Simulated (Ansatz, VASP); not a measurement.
# One calculation of CuNi5, two programs

```
Cu Ni
1.0
     2.46797    0.00000    0.00000
    -1.23399    2.13733    0.00000
     0.00000    0.00000   11.94636
Cu Ni
1 5
Direct
  0.66667 0.33333 0.00000
  0.33333 0.66667 0.83333
  0.33333 0.66667 0.16667
  0.33333 0.66667 0.50000
  0.66667 0.33333 0.33333
  0.66667 0.33333 0.66667
```

Alike in both runs: task relaxation of cell and atoms; functional PBE; k mesh 6 × 6 × 2; occupations gaussian, width 0.1 eV; collinear spin.

|  | VASP | Ansatz |
| --- | --- | --- |
| version | VASP 6.6.1 | Ansatz 0.2.0 |
| potentials or method | VASP PAW PBE potentials, release 64 (Cu, Ni), cutoff 600 eV | scalar-relativistic, plane waves, PAW |
| valence electrons in the cell | 61 | 109 |

Ansatz gave:

- gap on the k mesh at the Fermi level, each at its own relaxed structure (eV): none
- net moment per atom (μB): 0.52
- size of the moment on the site where the two differ most (μB): 0.73
- relaxed volume (Å³/atom): 11.08
- relaxed cell length with the largest relative difference (Å): 2.492

Estimate VASP's values.

gap on the k mesh at the Fermi level, each at its own relaxed structure (eV): none; net moment per atom (μB): 0.52; size of the moment on the site where the two differ most (μB): 0.70; relaxed volume (Å³/atom): 11.08; relaxed cell length with the largest relative difference (Å): 2.491.

Site moments also hang on the region over which each program counts them. A gap of «none» marks a metal or a gap that the smearing closes. VASP's potentials hold 61 valence electrons a cell and Ansatz's 109, so a difference there can come from the potentials and not from the codes.

The k mesh is coarse, so the values compare programs but aren't converged.
